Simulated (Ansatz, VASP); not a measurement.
## Al3Cu in VASP and in Ansatz

INCAR

```
SYSTEM = Al3Cu
PREC = Accurate
ENCUT = 520
EDIFF = 1E-6
ISMEAR = 0
SIGMA = 0.15
LREAL = .FALSE.
LASPH = .TRUE.
NELM = 100
ALGO = Fast
ISIF = 2
LWAVE = .FALSE.
LCHARG = .FALSE.
GGA = PS
NBANDS = 18
```

File KPOINTS:

```
regular mesh
0
G
  12 12 12
  0 0 0
```

Contents of POSCAR:

```
Al3Cu
1.0
    3.8923537780      0.0486544222      0.0000000000
    0.0486544222      3.8923537780      0.0000000000
    0.0000000000      0.0000000000      3.8923537780
Al Cu
3 1
Direct
    0.0000000000      0.5000000000      0.5000000000
    0.5000000000      0.0000000000      0.5000000000
    0.5000000000      0.5000000000      0.0000000000
    0.0000000000      0.0000000000      0.0000000000
```

Input for Ansatz:

```yaml
crystal:
  lattice:
    - [3.892353778, 0.0486544222, 0.0]
    - [0.0486544222, 3.892353778, 0.0]
    - [0.0, 0.0, 3.892353778]
  atoms:
    - { symbol: Al, position: [0.0, 0.5, 0.5] }
    - { symbol: Al, position: [0.5, 0.0, 0.5] }
    - { symbol: Al, position: [0.5, 0.5, 0.0] }
    - { symbol: Cu, position: [0.0, 0.0, 0.0] }
basis:
  ecutwfc: 420
kpoints:
  mp_grid: { grid: [12, 12, 12] }
hamiltonian:
  xc: pbesol
scf:
  occupations: { method: gaussian, width: 0.15 }
output:
  forces: true
  stress: true
  eigenvalues: true
```

Change from the starting cell: strain +0.0250 x Voigt [0, 0, 0, 0, 0, 1], atoms carried along.

Alike in both runs: task single point; functional PBEsol; k mesh 12 × 12 × 12; occupations gaussian, width 0.15 eV; no spin polarisation.

|  | VASP | Ansatz |
| --- | --- | --- |
| version | VASP 6.6.1 | Ansatz 0.2.0 |
| potentials or method | VASP PAW PBE potentials, release 64 (Al, Cu), cutoff 520 eV | scalar-relativistic, plane waves, PAW |
| valence electrons in the cell | 20 | 28 |

```tsv
	VASP	Ansatz	Ansatz less VASP
gap on the k mesh at the Fermi level (eV)	none	none	-
pressure (GPa)	0.3	0.1	-0.27
traceless stress, the component that is largest in VASP (GPa)	-0.98	-0.95	+0.029
```

VASP's potentials were made for PBE, not for PBEsol. A gap of «none» marks a metal or a gap that the smearing closes. The functional is the same, so the differences come from potentials, cutoffs and numerics. VASP's potentials hold 20 valence electrons a cell and Ansatz's 28, so a difference there can come from the potentials and not from the codes.
